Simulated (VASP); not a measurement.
# MoS2 in VASP: a series of runs

MoS2 is run at these levels: LDA; tasks: relaxation of the atoms.

All numbers are computed with VASP 6.6.1; they aren't measurements. Logs are shortened: lines on timing, memory, paths and dates and some standing lists are left out, and cuts for length are marked.

### Step 1. The cell of the first run

The cell holds a sheet with vacuum, 3 atoms: a = 3.089 Å, b = 3.089 Å, c = 18.120 Å, α = 90.00°, β = 90.00°, γ = 120.00°.

### Step 2. Relaxation of the atoms, LDA

Contents of INCAR:

```
SYSTEM = MoS2
PREC = Accurate ; ENCUT = 520
EDIFF = 1E-6 ; ISMEAR = 0
SIGMA = 0.01 ; LREAL = .FALSE.
LASPH = .TRUE. ; NELM = 100
ALGO = Normal ; ISIF = 2
LWAVE = .FALSE. ; LCHARG = .FALSE.
IBRION = 2 ; NSW = 80
EDIFFG = -5E-4
```

Contents of KPOINTS:

```
Automatic mesh
0
G
  12 12 1
  0 0 0
```

Contents of POSCAR:

```
MoS2
1.0
    3.0886709395      0.0000000000      0.0000000000
   -1.5443354697      2.6748674975      0.0000000000
    0.0000000000      0.0000000000     18.1200000000
S Mo
2 1
Direct
    0.3333333333      0.6666666667      0.4142974369
    0.3333333333      0.6666666667      0.5857025631
    0.6666666667      0.3333333333      0.5000000000
```

Potentials or basis: VASP PAW LDA potentials, release 64 (S, Mo_sv).

Launch:

```bash
cat potpaw_LDA.64/S/POTCAR potpaw_LDA.64/Mo_sv/POTCAR > POTCAR
mpirun -np 1 vasp_std > vasp.out
```

OUTCAR:

```text
SYSTEM = MoS2
   PREC = Accurate
   ENCUT = 520
   EDIFF = 1E-6
   ISMEAR = 0
   LREAL = .FALSE.
   LASPH = .TRUE.
   NELM = 100
   ISIF = 2
   IBRION = 2
   NSW = 80
   EDIFFG = -5E-4

 ion  position               nearest neighbor table
   1  0.333  0.667  0.414-   3 2.36   3 2.36   3 2.36
   2  0.333  0.667  0.586-   3 2.36   3 2.36   3 2.36
   3  0.667  0.333  0.500-   1 2.36   2 2.36   1 2.36   2 2.36   1 2.36   2 2.36

  LATTYP: Found a hexagonal cell.
 ALAT       =     3.0886709395
 C/A-ratio  =     5.8666009928

  Lattice vectors:

 A1 = (   3.0886709395,   0.0000000000,   0.0000000000)
 A2 = (  -1.5443354697,   2.6748674975,   0.0000000000)
 A3 = (   0.0000000000,   0.0000000000,  18.1200000000)

Analysis of symmetry for initial positions (statically):
=====================================================================
 Subroutine PRICEL returns:
 Original cell was already a primitive cell.

 Routine SETGRP: Setting up the symmetry group for a
 hexagonal supercell.

 Subroutine GETGRP returns: Found 12 space group operations
 (whereof 12 operations were pure point group operations)
 out of a pool of 24 trial point group operations.

The static configuration has the point symmetry D_3h.

Analysis of symmetry for dynamics (positions and initial velocities):
=====================================================================
 Subroutine PRICEL returns:
 Original cell was already a primitive cell.

 Routine SETGRP: Setting up the symmetry group for a
 hexagonal supercell.

 Subroutine GETGRP returns: Found 12 space group operations
 (whereof 12 operations were pure point group operations)
 out of a pool of 24 trial point group operations.

The dynamic configuration has the point symmetry D_3h.

 Subroutine INISYM returns: Found 12 space group operations
 (whereof 12 operations are pure point group operations),
 and found     1 'primitive' translations

----------------------------------------------------------------------------------------

                                     Primitive cell

  volume of cell :     149.7036

  direct lattice vectors                    reciprocal lattice vectors
     3.088670940  0.000000000  0.000000000     0.323763852  0.186925147  0.000000000
    -1.544335470  2.674867498  0.000000000     0.000000000  0.373850294  0.000000000
     0.000000000  0.000000000 18.120000000     0.000000000  0.000000000  0.055187638

  length of vectors
     3.088670940  3.088670939 18.120000000     0.373850294  0.373850294  0.055187638

  position of ions in fractional coordinates (direct lattice)
     0.333333333  0.666666667  0.414297437
     0.333333333  0.666666667  0.585702563
     0.666666667  0.333333333  0.500000000

  ion indices of the primitive-cell ions
   primitive index   ion index
                 1           1
                 2           2
                 3           3

----------------------------------------------------------------------------------------

 KPOINTS: Automatic mesh

Automatic generation of k-mesh.
 Grid dimensions read from file:
 generate k-points for:   12   12    1

 Generating k-lattice:

  Cartesian coordinates                     Fractional coordinates (reciprocal lattice)
     0.026980321  0.015577096  0.000000000     0.083333333 -0.000000000  0.000000000
     0.000000000  0.031154191  0.000000000     0.000000000  0.083333333  0.000000000
     0.000000000  0.000000000  0.055187638     0.000000000  0.000000000  1.000000000

  Length of vectors
     0.031154191  0.031154191  0.055187638

  Shift w.r.t. Gamma in fractional coordinates (k-lattice)
     0.000000000  0.000000000  0.000000000

 Subroutine IBZKPT returns following result:
 ===========================================

 Found     19 irreducible k-points:

 Following reciprocal coordinates:
            Coordinates               Weight
  0.000000  0.000000  0.000000      1.000000
  0.083333  0.000000  0.000000      6.000000
  0.166667  0.000000  0.000000      6.000000
  0.250000  0.000000  0.000000      6.000000
  0.333333  0.000000  0.000000      6.000000
  0.416667  0.000000  0.000000      6.000000
[... 11 lines left out ...]
  0.333333  0.250000  0.000000     12.000000
  0.333333  0.333333  0.000000      2.000000
   k-points           NKPTS =     19   k-points in BZ     NKDIM =     19   number of bands    NBANDS=     17
   number of dos      NEDOS =    301   number of ions     NIONS =      3
   total plane-waves  NPLWV =  80640
   dimension x,y,z NGX =    24 NGY =   24 NGZ =  140
   dimension x,y,z NGXF=    48 NGYF=   48 NGZF=  280
   ions per type =               2   1
   NGX,Y,Z   is equivalent  to a cutoff of  12.92, 12.92, 12.84 a.u.
   NGXF,Y,Z  is equivalent  to a cutoff of  25.84, 25.84, 25.69 a.u.
 SYSTEM =  MoS2
   PREC   = accura    normal or accurate (medium, high low for compatibility)
   ISTART =      0    job   : 0-new  1-cont  2-samecut
   ICHARG =      2    charge: 1-file 2-atom 10-const
   ISPIN  =      1    spin polarized calculation?
   LNONCOLLINEAR =      F non collinear calculations
   LSORBIT =      F    spin-orbit coupling
   LASPH  =      T    aspherical Exc in radial PAW
   ENCUT  =  520.0 eV  38.22 Ry    6.18 a.u.   5.74  5.74 33.69*2*pi/ulx,y,z
   NELM   =    100;   NELMIN=  2; NELMDL= -5     # of ELM steps
   EDIFF  = 0.1E-05   stopping-criterion for ELM
   LREAL  =      F    real-space projection
   EDIFFG = -.5E-03   stopping-criterion for IOM
   NSW    =     80    number of steps for IOM
   IBRION =      2    ionic relax: 0-MD 1-quasi-New 2-CG
   NFREE  =      1    steps in history (QN), initial steepest desc. (CG)
   ISIF   =      2    stress and relaxation
   ISYM   =      2    0-nonsym 1-usesym 2-fastsym
   POTIM  = 0.5000    time-step for ionic-motion
   TEBEG  =    0.0;   TEEND  =   0.0 temperature during run
   PSTRESS=    0.0 pullay stress
   NELECT =      26.0000    total number of electrons
   NUPDOWN=      -1.0000    fix difference up-down
   EMIN   =  10.00;   EMAX   =-10.00  energy-range for DOS
   EFERMI =   0.00;   METHOD = LEGACY
   ISMEAR =     0;   SIGMA  =   0.01  broadening in eV -4-tet -1-fermi 0-gaus
   EFERMI_NEDOS =   21; number of points for ismear=-14 and -15
   IALGO  =     38    algorithm
   IMIX   =      4    mixing-type and parameters
     AMIX     =   0.40;   BMIX     =  1.00
     AMIX_MAG =   1.60;   BMIX_MAG =  1.00
  volume/ion in A,a.u.               =      49.90       336.75
  Fermi-wavevector in a.u.,A,eV,Ry     =   0.913388  1.726053 11.351033  0.834277
  Thomas-Fermi vector in A             =   2.037894
   LORBIT       =      0    0 simple, 1 ext, 2 COOP (PROOUT), +10 PAW based schemes
   GGA     = CA    functional components
   LHFCALC =     F    Hartree Fock is set to
   AEXX    =    0.0000 exact exchange contribution
   IVDW    =     0    specifies the selected vdW correction
   LEPSILON=     F    determine dielectric tensor
   LRPA    =     F    only Hartree local field effects (RPA)
 conjugate gradient relaxation of ions
 non-spin polarized calculation
 Gauss-broadening in eV      SIGMA  =   0.01
  energy-cutoff  :      520.00
  volume of cell :      149.70
 maximum number of plane-waves:      4052
 NGX is ok and might be reduce to    24
   NGX = 11   NGY = 11   NGZ = 67

--------------------------------------- Ionic step        1  -------------------------------------------

 number of electron      25.9999998 magnetization

 Free energy of the ion-electron system (eV)
  ---------------------------------------------------
  ext. energy  EPLUGINS =         0.00000000
  ---------------------------------------------------
  free energy    TOTEN  =       -24.35300798 eV

  energy without entropy =      -24.35300798  energy(sigma->0) =      -24.35300798

------------------------ aborting loop because EDIFF is reached ----------------------------------------

  FORCE on cell =-STRESS in cart. coord.  units (eV):
  Direction    XX          YY          ZZ          XY          YZ          ZX
  --------------------------------------------------------------------------------------
  -------------------------------------------------------------------------------------
  Total        1.2744657      1.2744657      0.7325444      0.0000000      0.0000000      0.0000000
  in kB       13.6397569     13.6397569      7.8399349      0.0000000      0.0000000      0.0000000
  external PRESSURE =      11.7064829 kB  Pullay stress =       0.0000000 kB

 VOLUME and BASIS-vectors are now :
 -----------------------------------------------------------------------------
  energy-cutoff  :      520.00
  volume of cell :      149.70
      direct lattice vectors                 reciprocal lattice vectors
     3.088670940  0.000000000  0.000000000     0.323763852  0.186925147  0.000000000
    -1.544335470  2.674867498  0.000000000     0.000000000  0.373850294  0.000000000
     0.000000000  0.000000000 18.120000000     0.000000000  0.000000000  0.055187638

 POSITION                                       TOTAL-FORCE (eV/Angst)
 -----------------------------------------------------------------------------------
     -0.00000      1.78324      7.50707        -0.000000      0.000000     -0.243822
     -0.00000      1.78324     10.61293        -0.000000      0.000000      0.243822
      1.54434      0.89162      9.06000         0.000000     -0.000000      0.000000
 -----------------------------------------------------------------------------------
    total drift:                               -0.000000      0.000000      0.000000

  FREE ENERGIE OF THE ION-ELECTRON SYSTEM (eV)
  ---------------------------------------------------
  free  energy   TOTEN  =       -24.3530079752 eV
[... 17 lines left out ...]
 VOLUME and BASIS-vectors are now :
 -----------------------------------------------------------------------------
  energy-cutoff  :      520.00
  volume of cell :      149.70
      direct lattice vectors                 reciprocal lattice vectors
     3.088670940  0.000000000  0.000000000     0.323763852  0.186925147  0.000000000
    -1.544335470  2.674867498  0.000000000     0.000000000  0.373850294  0.000000000
     0.000000000  0.000000000 18.120000000     0.000000000  0.000000000  0.055187638

 POSITION                                       TOTAL-FORCE (eV/Angst)
 -----------------------------------------------------------------------------------
     -0.00000      1.78324      7.49531        -0.000000      0.000000     -0.004124
     -0.00000      1.78324     10.62469        -0.000000      0.000000      0.004124
      1.54434      0.89162      9.06000         0.000000     -0.000000      0.000000
 -----------------------------------------------------------------------------------
    total drift:                               -0.000000      0.000000      0.000000

  FREE ENERGIE OF THE ION-ELECTRON SYSTEM (eV)
  ---------------------------------------------------
  free  energy   TOTEN  =       -24.3559110788 eV

  energy  without entropy=      -24.3559110788  energy(sigma->0) =      -24.35591108

--------------------------------------- Ionic step        3  -------------------------------------------

 number of electron      25.9999997 magnetization

 Free energy of the ion-electron system (eV)
  ---------------------------------------------------
  ext. energy  EPLUGINS =         0.00000000
  ---------------------------------------------------
  free energy    TOTEN  =       -24.35591167 eV

  energy without entropy =      -24.35591167  energy(sigma->0) =      -24.35591167

 E-fermi :  -1.4229     XC(G=0):  -4.4336

 val. band max:       -1.5395542991   @ k =   0.3333   0.3333   0.0000
 cond. band min:       0.3590612829   @ k =   0.1667   0.1667   0.0000
 fundamental gap:      1.8986155820
 Fermi energy:        -1.4228964778

 k-point     1 :       0.0000    0.0000    0.0000
  band No.  band energies     occupation
      1     -61.9313      2.00000
      2     -36.3514      2.00000
      3     -36.0084      2.00000
      4     -36.0084      2.00000
      5     -15.8826      2.00000
      6     -14.5066      2.00000
[... 9 lines left out ...]
     16       1.7496      0.00000
     17       1.7496      0.00000

 k-point     2 :       0.0833    0.0000    0.0000
  band No.  band energies     occupation
      1     -61.9275      2.00000
      2     -36.3443      2.00000
      3     -36.0442      2.00000
      4     -36.0164      2.00000
      5     -15.7649      2.00000
      6     -14.4579      2.00000
[... 9 lines left out ...]
     16       1.6163      0.00000
     17       1.6895      0.00000
[... 351 lines left out ...]
 VOLUME and BASIS-vectors are now :
 -----------------------------------------------------------------------------
  energy-cutoff  :      520.00
  volume of cell :      149.70
      direct lattice vectors                 reciprocal lattice vectors
     3.088670940  0.000000000  0.000000000     0.323763852  0.186925147  0.000000000
    -1.544335470  2.674867498  0.000000000     0.000000000  0.373850294  0.000000000
     0.000000000  0.000000000 18.120000000     0.000000000  0.000000000  0.055187638

 POSITION                                       TOTAL-FORCE (eV/Angst)
 -----------------------------------------------------------------------------------
     -0.00000      1.78324      7.49510        -0.000000     -0.000000      0.000352
     -0.00000      1.78324     10.62490        -0.000000      0.000000     -0.000352
      1.54434      0.89162      9.06000         0.000000     -0.000000      0.000000
 -----------------------------------------------------------------------------------
    total drift:                               -0.000000      0.000000      0.000000

  FREE ENERGIE OF THE ION-ELECTRON SYSTEM (eV)
  ---------------------------------------------------
  free  energy   TOTEN  =       -24.3559116724 eV

  energy  without entropy=      -24.3559116724  energy(sigma->0) =      -24.35591167

 reached required accuracy - stopping structural energy minimisation
```

Wall time 57 s (1 thread of Intel Xeon Platinum 8488C (Sapphire Rapids), shared host); peak memory 0.24 GiB.

Results:

```yaml
Free_energy: -24.3559 eV
Energy_gained_by_relaxing: 1.0 meV/atom
Ionic_steps: 3
Band_gap_on_the_k_mesh: 1.90 eV (least direct gap 2.00 eV)
```

Step by step:
| step | energy change (eV) | largest force (eV/Å) | pressure (GPa) |
| --- | --- | --- | --- |
| 1 | 0.0000 | 0.2438 | 1.17 |
| 2 | -0.0029 | 0.0041 | 0.71 |
| 3 | -0.0029 | 0.0004 | 0.71 |

Final structure:
```
S Mo
1.0
     3.08867    0.00000    0.00000
    -1.54434    2.67487    0.00000
     0.00000    0.00000   18.12000
S Mo
2 1
Direct
  0.33333 0.66667 0.41364
  0.33333 0.66667 0.58636
  0.66667 0.33333 0.50000
```

Levels at points of the mesh, in eV from the valence-band top:
```csv
k point,band 10,band 11,band 12,band 13,band 14,band 15,band 16,band 17
"(0.00, 0.00, 0.00)",-2.02,-1.38,-1.38,-0.26,3.03,3.03,3.29,3.29
"(0.50, 0.00, 0.00)",-3.21,-2.04,-0.75,-0.67,2.60,3.05,4.00,4.60
```

### Step 3. Relaxation of the atoms, LDA

This run uses another cell than the first one.

Contents of INCAR:

```
SYSTEM = MoS2
  PREC = Accurate
  ENCUT = 520
  EDIFF = 1E-6
  ISMEAR = 0
  SIGMA = 0.01
  LREAL = .False.
  LASPH = .True.
  NELM = 80
  ALGO = Normal
  ISIF = 2
  LWAVE = .False.
  LCHARG = .False.
  IBRION = 2
  NSW = 80
  EDIFFG = -5E-4
```

Contents of KPOINTS:

```
regular mesh
0
Gamma
  12 12 1
  0 0 0
```

Contents of POSCAR:

```
MoS2
1.0
    3.1354689840      0.0000000000      0.0000000000
   -1.5677344920      2.7153957929      0.0000000000
    0.0000000000      0.0000000000     18.1200000000
S Mo
2 1
Direct
    0.3333333333      0.6666666667      0.4142974369
    0.3333333333      0.6666666667      0.5857025631
    0.6666666667      0.3333333333      0.5000000000
```

Potentials or basis: VASP PAW LDA potentials, release 64 (S, Mo_sv).

Launch:

```bash
cat potpaw_LDA.64/S/POTCAR potpaw_LDA.64/Mo_sv/POTCAR > POTCAR
mpirun -np 1 vasp_std > vasp.out
```

Wall time 39 s (1 thread of Intel Xeon 6975P-C (Granite Rapids), shared host); peak memory 0.23 GiB.

It converged, with:

```
Free energy               : -24.3649 eV
Energy gained by relaxing : 0.1 meV/atom
Ionic steps               : 3
Band gap on the k mesh    : 1.81 eV
```

The path:
```
step  energy change (eV)  largest force (eV/Å)  pressure (GPa)
   1              0.0000                0.0937           -0.48
   2             -0.0004                0.0040           -0.32
   3             -0.0004                0.0001           -0.32
```

Final structure:
```cif
data_structure
_symmetry_space_group_name_H-M 'P 1'
_symmetry_Int_Tables_number 1
_cell_length_a 3.1355
_cell_length_b 3.1355
_cell_length_c 18.1200
_cell_angle_alpha 90.000
_cell_angle_beta 90.000
_cell_angle_gamma 120.000
_cell_volume 154.27
loop_
_atom_site_label
_atom_site_type_symbol
_atom_site_fract_x
_atom_site_fract_y
_atom_site_fract_z
_atom_site_occupancy
S1 S 0.33333 0.66667 0.41456 1
S2 S 0.33333 0.66667 0.58544 1
Mo1 Mo 0.66667 0.33333 0.50000 1
```

Levels at points of the mesh, in eV from the valence-band top:
```
           k point  band 11  band 12  band 13  band 14  band 15  band 16
(0.00, 0.00, 0.00)    -1.48    -1.48    -0.04     2.93     2.93     3.23
(0.50, 0.00, 0.00)    -1.87    -0.87    -0.62     2.42     2.94     3.99
```
